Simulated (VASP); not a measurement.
# Ta2Se (P4/nmm) in VASP: further runs

The runs below take Ta2Se through single point, relaxation of cell and atoms, with LDA.

Program: VASP 6.6.1. These are calculated values, not measurements. Logs are shortened: lines on timing, memory, paths and dates and some standing lists are left out, and cuts for length are marked.

## Step 1: The cell of the first run

It takes space group P4/nmm (No. 129, tetragonal). Conventional cell: a = 3.330 Å, b = 3.330 Å, c = 9.763 Å, α = 90.00°, β = 90.00°, γ = 90.00°. Ta (site symmetry 4mm) has 4 Se at 2.64 Å and 9 Ta at 2.86 to 3.33 Å within 3.5 Å. Within 3.7 Å of Ta (site symmetry 4mm) lie 13 Ta at 2.79 to 3.33 Å and 1 Se at 2.82 Å. Within 3.6 Å of Se (site symmetry 4mm) lie 5 Ta at 2.64 to 2.82 Å and 8 Se at 3.33 to 3.53 Å.

## Step 2: Single point, LDA

File INCAR:

```
SYSTEM = Ta2Se
PREC = Accurate
ENCUT = 520
EDIFF = 1E-6
ISMEAR = -1
SIGMA = 0.15
LREAL = .FALSE.
LASPH = .TRUE.
NELM = 80
ALGO = Normal
ISIF = 2
LWAVE = .FALSE.
LCHARG = .FALSE.
GGA = CA
NBANDS = 37
```

File KPOINTS:

```
Automatic mesh
0
G
  10 10 4
  0 0 0
```

File POSCAR:

```
Ta2Se
1.0
    3.3299109306      0.0000000000      0.0000000000
    0.0000000000      3.3299109306      0.0000000000
    0.0000000000      0.0000000000      9.7626215721
Ta Se
4 2
Direct
    0.5000000000      0.0000000000      0.7572434853
    0.0000000000      0.5000000000      0.2427565147
    0.5000000000      0.0000000000      0.0766337910
    0.0000000000      0.5000000000      0.9233662090
    0.5000000000      0.0000000000      0.3653308633
    0.0000000000      0.5000000000      0.6346691367
```

Potentials or basis: VASP PAW LDA potentials, release 64 (Ta_pv, Se).

Started as:

```bash
$ cat potpaw_LDA.64/Ta_pv/POTCAR potpaw_LDA.64/Se/POTCAR > POTCAR
$ mpirun -np 1 vasp_std > vasp.out
```

OUTCAR:

```text
SYSTEM = Ta2Se
   PREC = Accurate
   ENCUT = 520
   EDIFF = 1E-6
   ISMEAR = -1
   LREAL = .FALSE.
   LASPH = .TRUE.
   NELM = 80
   ISIF = 2
   GGA = CA

 ion  position               nearest neighbor table
   1  0.500  0.000  0.757-   6 2.64   6 2.64   6 2.64   6 2.64   4 2.86   4 2.86   4 2.86   4 2.86
                             3 3.12
   2  0.000  0.500  0.243-   5 2.64   5 2.64   5 2.64   5 2.64   3 2.86   3 2.86   3 2.86   3 2.86
                             4 3.12
   3  0.500  0.000  0.077-   4 2.79   4 2.79   4 2.79   4 2.79   5 2.82   2 2.86   2 2.86   2 2.86
                             2 2.86   1 3.12
   4  0.000  0.500  0.923-   3 2.79   3 2.79   3 2.79   3 2.79   6 2.82   1 2.86   1 2.86   1 2.86
                             1 2.86   2 3.12
   5  0.500  0.000  0.365-   2 2.64   2 2.64   2 2.64   2 2.64   3 2.82
   6  0.000  0.500  0.635-   1 2.64   1 2.64   1 2.64   1 2.64   4 2.82

  LATTYP: Found a simple tetragonal cell.
 ALAT       =     3.3299109306
 C/A-ratio  =     2.9317966082

  Lattice vectors:

 A1 = (   3.3299109306,   0.0000000000,   0.0000000000)
 A2 = (   0.0000000000,   3.3299109306,   0.0000000000)
 A3 = (   0.0000000000,   0.0000000000,   9.7626215721)

Analysis of symmetry for initial positions (statically):
=====================================================================
 Subroutine PRICEL returns:
 Original cell was already a primitive cell.

 Routine SETGRP: Setting up the symmetry group for a
 simple tetragonal supercell.

 Subroutine GETGRP returns: Found 16 space group operations
 (whereof  8 operations were pure point group operations)
 out of a pool of 16 trial point group operations.

The static configuration has the point symmetry D_2d.
 The point group associated with its full space group is D_4h.

Analysis of symmetry for dynamics (positions and initial velocities):
=====================================================================
 Subroutine PRICEL returns:
 Original cell was already a primitive cell.

 Routine SETGRP: Setting up the symmetry group for a
 simple tetragonal supercell.

 Subroutine GETGRP returns: Found 16 space group operations
 (whereof  8 operations were pure point group operations)
 out of a pool of 16 trial point group operations.

The dynamic configuration has the point symmetry D_2d.
 The point group associated with its full space group is D_4h.

 Subroutine INISYM returns: Found 16 space group operations
 (whereof  8 operations are pure point group operations),
 and found     1 'primitive' translations

----------------------------------------------------------------------------------------

                                     Primitive cell

  volume of cell :     108.2509

  direct lattice vectors                    reciprocal lattice vectors
     3.329910931  0.000000000  0.000000000     0.300308333  0.000000000  0.000000000
     0.000000000  3.329910931  0.000000000     0.000000000  0.300308333  0.000000000
     0.000000000  0.000000000  9.762621572     0.000000000  0.000000000  0.102431503

  length of vectors
     3.329910931  3.329910931  9.762621572     0.300308333  0.300308333  0.102431503

  position of ions in fractional coordinates (direct lattice)
     0.500000000  0.000000000  0.757243485
     0.000000000  0.500000000  0.242756515
     0.500000000  0.000000000  0.076633791
     0.000000000  0.500000000  0.923366209
     0.500000000  0.000000000  0.365330863
     0.000000000  0.500000000  0.634669137

  ion indices of the primitive-cell ions
   primitive index   ion index
                 1           1
                 2           2
                 3           3
                 4           4
                 5           5
                 6           6

----------------------------------------------------------------------------------------

 KPOINTS: Automatic mesh

Automatic generation of k-mesh.
 Grid dimensions read from file:
 generate k-points for:   10   10    4

 Generating k-lattice:

  Cartesian coordinates                     Fractional coordinates (reciprocal lattice)
     0.030030833  0.000000000  0.000000000     0.100000000  0.000000000  0.000000000
     0.000000000  0.030030833  0.000000000     0.000000000  0.100000000  0.000000000
     0.000000000  0.000000000  0.025607876     0.000000000  0.000000000  0.250000000

  Length of vectors
     0.030030833  0.030030833  0.025607876

  Shift w.r.t. Gamma in fractional coordinates (k-lattice)
     0.000000000  0.000000000  0.000000000

 Subroutine IBZKPT returns following result:
 ===========================================

 Found     63 irreducible k-points:

 Following reciprocal coordinates:
            Coordinates               Weight
  0.000000  0.000000  0.000000      1.000000
  0.100000  0.000000  0.000000      4.000000
  0.200000  0.000000  0.000000      4.000000
  0.300000  0.000000  0.000000      4.000000
  0.400000  0.000000  0.000000      4.000000
  0.500000  0.000000  0.000000      2.000000
[... 16 lines left out ...]
  0.100000  0.000000  0.250000      8.000000
  0.200000  0.000000  0.250000      8.000000
 [... further k-points ...]
   k-points           NKPTS =     63   k-points in BZ     NKDIM =     63   number of bands    NBANDS=     37
   number of dos      NEDOS =    301   number of ions     NIONS =      6
   total plane-waves  NPLWV =  62720
   dimension x,y,z NGX =    28 NGY =   28 NGZ =   80
   dimension x,y,z NGXF=    56 NGYF=   56 NGZF=  160
   ions per type =               4   2
   NGX,Y,Z   is equivalent  to a cutoff of  13.98, 13.98, 13.62 a.u.
   NGXF,Y,Z  is equivalent  to a cutoff of  27.96, 27.96, 27.25 a.u.
 SYSTEM =  Ta2Se
   PREC   = accura    normal or accurate (medium, high low for compatibility)
   ISTART =      0    job   : 0-new  1-cont  2-samecut
   ICHARG =      2    charge: 1-file 2-atom 10-const
   ISPIN  =      1    spin polarized calculation?
   LNONCOLLINEAR =      F non collinear calculations
   LSORBIT =      F    spin-orbit coupling
   LASPH  =      T    aspherical Exc in radial PAW
   ENCUT  =  520.0 eV  38.22 Ry    6.18 a.u.   6.19  6.19 18.15*2*pi/ulx,y,z
   NELM   =     80;   NELMIN=  2; NELMDL= -5     # of ELM steps
   EDIFF  = 0.1E-05   stopping-criterion for ELM
   LREAL  =      F    real-space projection
   EDIFFG = 0.1E-04   stopping-criterion for IOM
   NSW    =      0    number of steps for IOM
   IBRION =     -1    ionic relax: 0-MD 1-quasi-New 2-CG
   NFREE  =      0    steps in history (QN), initial steepest desc. (CG)
   ISIF   =      2    stress and relaxation
   ISYM   =      2    0-nonsym 1-usesym 2-fastsym
   POTIM  = 0.5000    time-step for ionic-motion
   TEBEG  =    0.0;   TEEND  =   0.0 temperature during run
   PSTRESS=    0.0 pullay stress
   NELECT =      56.0000    total number of electrons
   NUPDOWN=      -1.0000    fix difference up-down
   EMIN   =  10.00;   EMAX   =-10.00  energy-range for DOS
   EFERMI =   0.00;   METHOD = LEGACY
   ISMEAR =    -1;   SIGMA  =   0.15  broadening in eV -4-tet -1-fermi 0-gaus
   EFERMI_NEDOS =   21; number of points for ismear=-14 and -15
   IALGO  =     38    algorithm
   IMIX   =      4    mixing-type and parameters
     AMIX     =   0.40;   BMIX     =  1.00
     AMIX_MAG =   1.60;   BMIX_MAG =  1.00
  volume/ion in A,a.u.               =      18.04       121.75
  Fermi-wavevector in a.u.,A,eV,Ry     =   1.314196  2.483471 23.498788  1.727112
  Thomas-Fermi vector in A             =   2.444466
   LORBIT       =      0    0 simple, 1 ext, 2 COOP (PROOUT), +10 PAW based schemes
   GGA     = CA    functional components
   LHFCALC =     F    Hartree Fock is set to
   AEXX    =    0.0000 exact exchange contribution
   IVDW    =     0    specifies the selected vdW correction
   LEPSILON=     F    determine dielectric tensor
   LRPA    =     F    only Hartree local field effects (RPA)
 non-spin polarized calculation
  energy-cutoff  :      520.00
  volume of cell :      108.25
 maximum number of plane-waves:      2960
 NGX is ok and might be reduce to    28
   NGX = 13   NGY = 13   NGZ = 37

 number of electron      55.9999992 magnetization

 Free energy of the ion-electron system (eV)
  ---------------------------------------------------
  ext. energy  EPLUGINS =         0.00000000
  ---------------------------------------------------
  free energy    TOTEN  =       -62.67523460 eV

  energy without entropy =      -62.43147847  energy(sigma->0) =      -62.55335653

 E-fermi :   6.6436     XC(G=0): -12.1583

 val. band max:        6.6165582877   @ k =   0.2000   0.1000   0.2500
 cond. band min:       6.6757936364   @ k =   0.3000   0.0000   0.0000
 fundamental gap:      0.0592353487
 Fermi energy:         6.6436427294

 k-point     1 :       0.0000    0.0000    0.0000
  band No.  band energies     occupation
      1     -28.0305      2.00000
      2     -28.0305      2.00000
      3     -28.0019      2.00000
      4     -28.0019      2.00000
      5     -27.9676      2.00000
      6     -27.9062      2.00000
[... 29 lines left out ...]
     36       9.3326      0.00000
     37       9.3362      0.00000

 k-point     2 :       0.1000    0.0000    0.0000
  band No.  band energies     occupation
      1     -28.0512      2.00000
      2     -28.0398      2.00000
      3     -28.0225      2.00000
      4     -27.9969      2.00000
      5     -27.9781      2.00000
      6     -27.9045      2.00000
[... 29 lines left out ...]
     36       9.4350      0.00000
     37       9.5030      0.00000

 k-point     3 :       0.2000    0.0000    0.0000
  band No.  band energies     occupation
      1     -28.1270      2.00000
      2     -28.1055      2.00000
      3     -28.0069      2.00000
      4     -28.0016      2.00000
      5     -27.9837      2.00000
      6     -27.9055      2.00000
[... 29 lines left out ...]
     36       9.3066      0.00000
     37       9.8227      0.00000
[... 761 lines left out ...]
 k-point    23 :       0.1000    0.0000    0.2500
  band No.  band energies     occupation
      1     -28.0512      2.00000
      2     -28.0398      2.00000
      3     -28.0225      2.00000
      4     -27.9970      2.00000
      5     -27.9785      2.00000
      6     -27.9041      2.00000
[... 29 lines left out ...]
     36       9.2759      0.00000
     37       9.6449      0.00000

 k-point    24 :       0.2000    0.0000    0.2500
  band No.  band energies     occupation
      1     -28.1270      2.00000
      2     -28.1055      2.00000
      3     -28.0072      2.00000
      4     -28.0015      2.00000
      5     -27.9837      2.00000
      6     -27.9052      2.00000
[... 29 lines left out ...]
     36       9.5056      0.00000
     37       9.8103      0.00000

 [... further k-points ...]

------------------------ aborting loop because EDIFF is reached ----------------------------------------

  FORCE on cell =-STRESS in cart. coord.  units (eV):
  Direction    XX          YY          ZZ          XY          YZ          ZX
  --------------------------------------------------------------------------------------
  -------------------------------------------------------------------------------------
  Total        0.5765734      0.5765734      0.4918029      0.0000000      0.0000000      0.0000000
  in kB        8.5336240      8.5336240      7.2789705      0.0000000      0.0000000      0.0000000
  external PRESSURE =       8.1154062 kB  Pullay stress =       0.0000000 kB

 VOLUME and BASIS-vectors are now :
 -----------------------------------------------------------------------------
  energy-cutoff  :      520.00
  volume of cell :      108.25
      direct lattice vectors                 reciprocal lattice vectors
     3.329910931  0.000000000  0.000000000     0.300308333  0.000000000  0.000000000
     0.000000000  3.329910931  0.000000000     0.000000000  0.300308333  0.000000000
     0.000000000  0.000000000  9.762621572     0.000000000  0.000000000  0.102431503

 POSITION                                       TOTAL-FORCE (eV/Angst)
 -----------------------------------------------------------------------------------
      1.66496      0.00000      7.39268         0.000000     -0.000000     -0.018761
      0.00000      1.66496      2.36994         0.000000     -0.000000      0.018761
      1.66496      0.00000      0.74815        -0.000000      0.000000     -0.012010
      0.00000      1.66496      9.01447         0.000000     -0.000000      0.012010
      1.66496      0.00000      3.56659         0.000000     -0.000000      0.058773
      0.00000      1.66496      6.19603         0.000000      0.000000     -0.058773
 -----------------------------------------------------------------------------------
    total drift:                                0.000000      0.000000      0.000000

  FREE ENERGIE OF THE ION-ELECTRON SYSTEM (eV)
  ---------------------------------------------------
  free  energy   TOTEN  =       -62.6752345961 eV

  energy  without entropy=      -62.4314784722  energy(sigma->0) =      -62.55335653
```

It took 1.8 min on 1 thread of Intel Xeon 6975P-C (Granite Rapids), shared host; peak memory 0.33 GiB.

Results:

```
Free energy            : -62.6752 eV
Pressure               : 0.8 GPa
Largest force          : 0.059 eV/Å
Band gap on the k mesh : zero (bands 28 and 29 overlap by 0.40 eV)
```

Forces in eV/Å, atoms in the order of the input:
```
Ta   0.000  0.000 -0.019
Ta   0.000  0.000  0.019
Ta   0.000  0.000 -0.012
Ta   0.000  0.000  0.012
Se   0.000  0.000  0.059
Se   0.000  0.000 -0.059
```

Stress tensor (GPa, compression positive):
```
0.85 0.00 0.00
0.00 0.85 0.00
0.00 0.00 0.73
```

Levels at points of the mesh, in eV from the Fermi level:
```tsv
k point	band 25	band 26	band 27	band 28	band 29	band 30	band 31	band 32
(0.00, 0.00, 0.00)	-1.30	-0.14	0.21	0.21	0.48	0.48	0.76	1.45
(0.50, 0.00, 0.00)	-1.43	-1.43	-1.06	-1.06	0.68	0.68	1.36	1.36
(0.50, 0.50, 0.00)	-1.92	-1.92	-0.16	-0.16	1.40	1.40	2.94	2.94
(0.00, 0.00, 0.50)	-1.26	-0.14	0.20	0.20	0.46	0.46	0.75	0.94
(0.50, 0.00, 0.50)	-1.48	-1.48	-0.96	-0.96	0.87	0.87	1.60	1.60
(0.50, 0.50, 0.50)	-1.92	-1.92	-0.11	-0.11	0.85	0.85	3.00	3.00
```

Caveat: spin-orbit coupling is left out, which moves the levels of the heavy elements.

## Step 3: Relaxation of cell and atoms, LDA

This run uses another cell than the first one, of 17.96 Å³/atom.

File INCAR:

```
SYSTEM = Ta2Se
  PREC = Accurate
  ENCUT = 600
  EDIFF = 1E-6
  ISMEAR = -1
  SIGMA = 0.15
  LREAL = .FALSE.
  LASPH = .TRUE.
  NELM = 60
  ALGO = Normal
  ISIF = 3
  LWAVE = .FALSE.
  LCHARG = .FALSE.
  GGA = CA
  IBRION = 2
  NSW = 80
  EDIFFG = -0.001
```

File KPOINTS:

```
regular mesh
0
G
  10 10 4
  0 0 0
```

File POSCAR:

```
Ta2Se
1.0
    3.3358581392      0.0000000000      0.0000000000
    0.0000000000      3.3358581392      0.0000000000
    0.0000000000      0.0000000000      9.6817854138
Ta Se
4 2
Direct
    0.5000000000      0.0000000000      0.7560078987
    0.0000000000      0.5000000000      0.2439921013
    0.5000000000      0.0000000000      0.0765366156
    0.0000000000      0.5000000000      0.9234633844
    0.5000000000      0.0000000000      0.3664851967
    0.0000000000      0.5000000000      0.6335148033
```

Potentials or basis: VASP PAW LDA potentials, release 64 (Ta_pv, Se).

Started as:

```bash
$ cat potpaw_LDA.64/Ta_pv/POTCAR potpaw_LDA.64/Se/POTCAR > POTCAR
$ mpirun -np 1 vasp_std > vasp.out
```

Wall time 21 min (1 thread of Intel Xeon 6975P-C (Granite Rapids), shared host); peak memory 0.39 GiB.

Results (log left out):

```
Free energy                           : -62.6770 eV
Relaxed volume                        : 18.11 Å³/atom
Relaxed cell                          : a = 3.335 Å, b = 3.335 Å, c = 9.769 Å, α = 90.00°, β = 90.00°, γ = 90.00°
Space group after relaxing (to 0.1 Å) : P4/nmm (No. 129)
Energy gained by relaxing             : 0.7 meV/atom
Ionic steps                           : 31
Pressure after relaxing               : 0.0 GPa
Band gap on the k mesh                : zero (bands 28 and 29 overlap by 0.40 eV)
```

The path:
```
step  energy change (eV)  largest force (eV/Å)  pressure (GPa)  volume (Å³)
   1              0.0000                0.0873            0.99       107.74
   2              0.0041                0.1288           -2.01       109.48
   3             -0.0028                0.0532           -0.20       108.41
   4             -0.0037                0.0269            0.01       108.33
   5             -0.0037                0.0267            0.01       108.33
   6             -0.0037                0.0265            0.00       108.33
   7             -0.0037                0.0144            0.02       108.34
   8             -0.0038                0.0147            0.05       108.34
   9             -0.0038                0.0195            0.03       108.38
  10             -0.0038                0.0326           -0.09       108.49
  11             -0.0038                0.0321           -0.10       108.50
  12             -0.0039                0.0300           -0.07       108.51
  13             -0.0039                0.0256           -0.01       108.55
  14             -0.0038                0.0299            0.10       108.62
  15             -0.0039                0.0242            0.01       108.56
  16             -0.0040                0.0165            0.05       108.58
  17             -0.0040                0.0086            0.07       108.61
  18             -0.0040                0.0066            0.05       108.60
  19             -0.0040                0.0042            0.00       108.65
  20             -0.0040                0.0038           -0.02       108.66
  21             -0.0040                0.0049           -0.04       108.66
  22             -0.0040                0.0047           -0.03       108.65
  23             -0.0040                0.0016            0.02       108.63
  24             -0.0040                0.0032            0.04       108.63
  25             -0.0040                0.0037            0.00       108.64
  26             -0.0040                0.0033            0.00       108.64
  27             -0.0040                0.0024           -0.01       108.64
  28             -0.0040                0.0022            0.00       108.64
  29             -0.0040                0.0009            0.01       108.64
  30             -0.0040                0.0021            0.01       108.64
  31             -0.0040                0.0005            0.00       108.64
```

Final structure:
```xyz
6
Lattice="3.3347 0.0000 0.0000 0.0000 3.3347 0.0000 0.0000 0.0000 9.7693" Properties=species:S:1:pos:R:3 pbc="T T T"
Ta    1.6674    0.0000    7.3958
Ta    0.0000    1.6674    2.3734
Ta    1.6674    0.0000    0.7490
Ta    0.0000    1.6674    9.0203
Se    1.6674    0.0000    3.5722
Se    0.0000    1.6674    6.1970
```

Levels at points of the mesh, in eV from the Fermi level:
```
           k point  band 24  band 25  band 26  band 27  band 28  band 29  band 30  band 31  band 32  band 33
(0.00, 0.00, 0.00)    -2.50    -1.29    -0.14     0.21     0.21     0.48     0.48     0.75     1.43     1.67
(0.50, 0.00, 0.00)    -1.51    -1.43    -1.43    -1.07    -1.07     0.67     0.67     1.35     1.35     2.67
(0.50, 0.50, 0.00)    -1.94    -1.91    -1.91    -0.17    -0.17     1.39     1.39     2.92     2.92     3.43
(0.00, 0.00, 0.50)    -2.52    -1.25    -0.13     0.21     0.21     0.46     0.46     0.75     0.93     1.10
(0.50, 0.00, 0.50)    -1.99    -1.47    -1.47    -0.95    -0.95     0.86     0.86     1.59     1.59     2.52
(0.50, 0.50, 0.50)    -1.95    -1.91    -1.91    -0.12    -0.12     0.85     0.85     2.98     2.98     3.43
```

Caveat: spin-orbit coupling is left out, which moves the levels of the heavy elements.
